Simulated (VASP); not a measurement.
Write the native input for VASP 6.6.1 that does the following.

| Property | Result |
| --- | --- |
| Task | single point |
| Functional | PBE |
| Potentials or basis | VASP PAW PBE potentials, release 64 (Cd, O) |
| Cutoff | 520 eV |
| k mesh | 8 × 8 × 8 |
| Occupations | gaussian, width 0.02 eV |
| Spin | no spin polarisation |
| Dipole correction | no |
| Further INCAR settings | ALGO = Normal; EDIFF = 1e-06; NBANDS = 42 |

The structure of Cd4O3 lies in POSCAR:

```
Cd4O3
1.0
    4.9256629770      0.0000000000      0.0000000000
    0.0000000000      4.9256629770      0.0000000000
    0.0000000000      0.0000000000      4.9256629770
Cd O
4 3
Direct
    0.7231847506      0.2768152494      0.2768152494
    0.2768152494      0.7231847506      0.2768152494
    0.2768152494      0.2768152494      0.7231847506
    0.7231847506      0.7231847506      0.7231847506
    0.0000000000      0.0000000000      0.5000000000
    0.5000000000      0.0000000000      0.0000000000
    0.0000000000      0.5000000000      0.0000000000
```

The cell was built from a structure type or drawn by symmetry, and may not be a known phase.

These files were run (other wordings do the same):

INCAR

```
PREC = Accurate
ENCUT = 520
EDIFF = 1E-6
ISMEAR = 0
SIGMA = 0.02
LREAL = F
LASPH = T
NELM = 100
ALGO = Normal
ISIF = 2
LWAVE = F
LCHARG = T
GGA = PE
LELF = T
LVHAR = T
NBANDS = 42
```

KPOINTS

```
Automatic mesh
0
Gamma
  8 8 8
```

Potentials or basis: VASP PAW PBE potentials, release 64 (Cd, O).

Launch:

```sh
$ cat potpaw_PBE.64/Cd/POTCAR potpaw_PBE.64/O/POTCAR > POTCAR
$ mpirun -np 1 vasp_std > vasp.out
```

It gave:

| Quantity | Value |
| --- | --- |
| Pressure | 1.1 GPa |
| Largest force | 0.072 eV/Å |
| Band gap on the k mesh | 0.43 eV (least direct gap 0.52 eV) |

It took 2.3 min on 1 thread of Intel(R) Xeon(R) Platinum 8488C (Sapphire Rapids) (shared host), peak memory 0.31 GiB.
